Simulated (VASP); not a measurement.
# Au (P6/mmm) in VASP: further runs, part 2 of 2

VASP 6.6.1.

**4. Single point, PBE (volume scaled by 0.68)**

Input file INCAR:

```
SYSTEM = Au
PREC     = Accurate       ! precision mode
ENCUT    = 520            ! plane-wave cutoff, eV
EDIFF    = 1E-6           ! SCF threshold, eV
ISMEAR   = -1             ! smearing method
SIGMA    = 0.08           ! smearing width, eV
LREAL    = .False.        ! projectors in reciprocal space
LASPH    = .True.         ! aspherical terms in the spheres
NELM     = 100            ! most SCF steps
ALGO     = Normal         ! electronic algorithm
ISIF     = 2              ! what is computed and relaxed
LWAVE    = .False.        ! write WAVECAR
LCHARG   = .True.         ! write CHGCAR
GGA      = PE             ! functional
LELF     = .True.         ! ELF
LVHAR    = .True.       
NBANDS   = 12             ! bands
```

Input file KPOINTS:

```
Automatic mesh
0
Gamma
  15 15 14
  0 0 0
```

Input file POSCAR:

```
Au
1.0
    2.5016451171      0.0000000000      0.0000000000
   -1.2508225586      2.1664882226      0.0000000000
    0.0000000000      0.0000000000      2.4271870960
Au
1
Direct
    0.0000000000      0.0000000000      0.0000000000
```

Potentials or basis: VASP PAW PBE potentials, release 64 (Au).

Started as:

```bash
> cat potpaw_PBE.64/Au/POTCAR > POTCAR
> mpirun -np 1 vasp_std > vasp.out
```

OUTCAR:

```text
SYSTEM = Au
   PREC = Accurate
   ENCUT = 520
   EDIFF = 1E-6
   ISMEAR = -1
   LREAL = .False.
   LASPH = .True.
   NELM = 100
   ISIF = 2
   GGA = PE

 ion  position               nearest neighbor table
   1  0.000  0.000  0.000-

  LATTYP: Found a hexagonal cell.
 ALAT       =     2.5016451171
 C/A-ratio  =     0.9702363774

  Lattice vectors:

 A1 = (   2.5016451171,   0.0000000000,   0.0000000000)
 A2 = (  -1.2508225586,   2.1664882226,   0.0000000000)
 A3 = (   0.0000000000,   0.0000000000,   2.4271870960)

Analysis of symmetry for initial positions (statically):
=====================================================================
 Subroutine PRICEL returns:
 Original cell was already a primitive cell.

 Routine SETGRP: Setting up the symmetry group for a
 hexagonal supercell.

 Subroutine GETGRP returns: Found 24 space group operations
 (whereof 24 operations were pure point group operations)
 out of a pool of 24 trial point group operations.

The static configuration has the point symmetry D_6h.

Analysis of symmetry for dynamics (positions and initial velocities):
=====================================================================
 Subroutine PRICEL returns:
 Original cell was already a primitive cell.

 Routine SETGRP: Setting up the symmetry group for a
 hexagonal supercell.

 Subroutine GETGRP returns: Found 24 space group operations
 (whereof 24 operations were pure point group operations)
 out of a pool of 24 trial point group operations.

The dynamic configuration has the point symmetry D_6h.

 Subroutine INISYM returns: Found 24 space group operations
 (whereof 24 operations are pure point group operations),
 and found     1 'primitive' translations

----------------------------------------------------------------------------------------

                                     Primitive cell

  volume of cell :      13.1548
[... 101 lines left out ...]
   EFERMI =   0.00;   METHOD = LEGACY
   ISMEAR =    -1;   SIGMA  =   0.08  broadening in eV -4-tet -1-fermi 0-gaus
   EFERMI_NEDOS =   21; number of points for ismear=-14 and -15
   IALGO  =     38    algorithm
   IMIX   =      4    mixing-type and parameters
     AMIX     =   0.40;   BMIX     =  1.00
     AMIX_MAG =   1.60;   BMIX_MAG =  1.00
  volume/ion in A,a.u.               =      13.15        88.77
  Fermi-wavevector in a.u.,A,eV,Ry     =   1.542330  2.914581 32.365290  2.378782
  Thomas-Fermi vector in A             =   2.648150
   LORBIT       =      0    0 simple, 1 ext, 2 COOP (PROOUT), +10 PAW based schemes
   GGA     = PE    functional components
[... 5 lines left out ...]
 non-spin polarized calculation
  energy-cutoff  :      520.00
  volume of cell :       13.15
 maximum number of plane-waves:       381
 NGX is ok and might be reduce to    20
   NGX =  9   NGY =  9   NGZ =  9

 number of electron      11.0000000 magnetization

 Free energy of the ion-electron system (eV)
  ---------------------------------------------------
  ext. energy  EPLUGINS =         0.00000000
  ---------------------------------------------------
  free energy    TOTEN  =        -1.36953430 eV

  energy without entropy =       -1.36318354  energy(sigma->0) =       -1.36635892

 E-fermi :  14.4672     XC(G=0): -14.2412

 val. band max:       14.4591021869   @ k =   0.3333   0.1333   0.0714
 cond. band min:      14.4924231338   @ k =   0.3333   0.0667   0.3571
 fundamental gap:      0.0333209469
 Fermi energy:        14.4671891076

 k-point     1 :       0.0000    0.0000    0.0000
  band No.  band energies     occupation
      1       1.5852      2.00000
      2       4.6325      2.00000
      3       7.9206      2.00000
      4       7.9206      2.00000
      5      12.6626      2.00000
      6      12.6626      2.00000
      7      28.7774      0.00000
      8      28.8803      0.00000
      9      36.4770      0.00000
     10      36.4770      0.00000
     11      38.3634      0.00000
     12      44.3858      0.00000
[... 331 lines left out ...]
 k-point    24 :       0.4000    0.2000    0.0000
  band No.  band energies     occupation
      1       5.5209      2.00000
      2       5.9982      2.00000
      3       9.0716      2.00000
      4       9.8354      2.00000
      5      11.1892      2.00000
      6      17.1370      0.00000
      7      18.8889      0.00000
      8      23.6361      0.00000
      9      33.5137      0.00000
     10      39.3324      0.00000
     11      39.6322      0.00000
     12      43.3291      0.00000

 [... further k-points ...]
[... 5 lines left out ...]
  --------------------------------------------------------------------------------------
  -------------------------------------------------------------------------------------
  Total       11.5191003     11.5191003     11.5087627     -0.0000000     -0.0000000     -0.0000000
  in kB     1402.9553661   1402.9553660   1401.6963156     -0.0000000     -0.0000000     -0.0000000
  external PRESSURE =    1402.5356826 kB  Pullay stress =       0.0000000 kB

 VOLUME and BASIS-vectors are now :
 -----------------------------------------------------------------------------
  energy-cutoff  :      520.00
  volume of cell :       13.15
      direct lattice vectors                 reciprocal lattice vectors
     2.501645117  0.000000000  0.000000000     0.399736954  0.230788238  0.000000000
    -1.250822559  2.166488223  0.000000000     0.000000000  0.461576476  0.000000000
     0.000000000  0.000000000  2.427187096     0.000000000  0.000000000  0.411999554

 POSITION                                       TOTAL-FORCE (eV/Angst)
 -----------------------------------------------------------------------------------
      0.00000      0.00000      0.00000         0.000000      0.000000      0.000000
 -----------------------------------------------------------------------------------
    total drift:                               -0.000000      0.000000      0.000000

  FREE ENERGIE OF THE ION-ELECTRON SYSTEM (eV)
  ---------------------------------------------------
  free  energy   TOTEN  =        -1.3695343016 eV

  energy  without entropy=       -1.3631835358  energy(sigma->0) =       -1.36635892
```

OSZICAR:

```text
N       E                     dE             d eps       ncg     rms          rms(c)
DAV:   1     0.530666358704E+02    0.53067E+02   -0.57691E+03  5336   0.844E+02
DAV:   2    -0.937132102360E+00   -0.54004E+02   -0.51377E+02  6216   0.203E+02
DAV:   3    -0.165179937080E+01   -0.71467E+00   -0.71429E+00  6216   0.216E+01
DAV:   4    -0.165411257036E+01   -0.23132E-02   -0.23131E-02  6196   0.140E+00
DAV:   5    -0.165412630616E+01   -0.13736E-04   -0.13735E-04  6316   0.100E-01    0.227E+01
DAV:   6    -0.142366312606E+01    0.23046E+00   -0.37718E-01  5588   0.521E+00    0.137E+01
DAV:   7    -0.137378281112E+01    0.49880E-01   -0.12159E-01  5924   0.292E+00    0.258E+00
DAV:   8    -0.136952029386E+01    0.42625E-02   -0.11036E-02  5732   0.964E-01    0.155E-01
DAV:   9    -0.136952964593E+01   -0.93521E-05   -0.84947E-05  6328   0.847E-02    0.184E-02
DAV:  10    -0.136953431538E+01   -0.46694E-05   -0.37064E-06  6188   0.164E-02    0.197E-03
DAV:  11    -0.136953430160E+01    0.13781E-07   -0.14070E-07  3324   0.325E-03
   1 F= -.13695343E+01 E0= -.13663589E+01  d E =-.635077E-02
```

stdout:

```text
POSCAR found type information on POSCAR Au
 POSCAR found :  1 types and       1 ions
 scaLAPACK will be used
 LDA part: xc-table for (Slater+PW92), standard interpolation
 POSCAR, INCAR and KPOINTS ok, starting setup
 FFT: planning ... GRIDC
 FFT: planning ... GRID_SOFT
 FFT: planning ... GRID
 WAVECAR not read
 entering main loop
```

Run time: 11 s. Hardware: 1 thread of Intel Xeon 6975P-C (Granite Rapids), shared host; peak memory 0.15 GiB.

Results:

```
Free energy : -1.3695 eV
Pressure    : 140.3 GPa
```

Caveat: spin-orbit coupling is left out, which moves the levels of the heavy elements.
